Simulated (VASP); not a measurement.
ZnGe2N2:

```
Zn Ge N
1.0
     4.93838    0.00000    0.00000
    -2.46919    4.27676    0.00000
     0.00000    0.00000    4.27244
Zn Ge N
1 2 2
Direct
  0.33333 0.66667 0.50000
  0.00000 0.00000 0.00000
  0.00000 0.00000 0.50000
  0.66667 0.33333 0.50000
  0.33333 0.66667 0.00000
```

The cell was generated, and may not be a known phase.

- Program: VASP 6.6.1
- Task: relaxation of cell and atoms
- Functional: PBE
- Potentials or basis: VASP PAW PBE potentials, release 64 (Zn, Ge_d, N)
- Cutoff: 600 eV
- k mesh: 6 × 6 × 4
- Occupations: gaussian, width 0.1 eV
- Spin: no spin polarisation

At the start: pressure -4.7 GPa; volume 18.05 Å³/atom.

Question: How do energy, volume and symmetry change on relaxing?

Answer: Over 8 steps the energy falls by 775.5 meV/atom and the volume is 13.98 Å³/atom (-22.5 %); space group P-6m2 (No. 187, to 0.1 Å) before and after.

Step by step:
| step | energy change (eV) | largest force (eV/Å) | pressure (GPa) | volume (Å³) |
| --- | --- | --- | --- | --- |
| 1 | 0.0000 | 0.0000 | -4.71 | 90.24 |
| 2 | -2.6507 | 0.0000 | -10.55 | 82.26 |
| 3 | -3.8121 | 0.0000 | -5.01 | 73.93 |
| 4 | -3.8400 | 0.0000 | -2.38 | 72.40 |
| 5 | -3.8390 | 0.0000 | -3.34 | 72.90 |
| 6 | -3.8627 | 0.0000 | 1.79 | 69.02 |
| 7 | -3.8687 | 0.0000 | 0.12 | 70.19 |
| 8 | -3.8777 | 0.0000 | 0.14 | 69.90 |

Final structure:
```
Zn Ge N
1.0
     3.98064    0.00000    0.00000
    -1.99032    3.44734    0.00000
     0.00000    0.00000    5.09384
Zn Ge N
1 2 2
Direct
  0.33333 0.66667 0.50000
  0.00000 0.00000 0.00000
  0.00000 0.00000 0.50000
  0.66667 0.33333 0.50000
  0.33333 0.66667 0.00000
```

Caveat: the k points lie up to 0.31 Å⁻¹ apart in the final cell, too coarse for converged energies and pressures of a metal; the volume moved by over 15 % at a fixed basis, so the end points are rough.
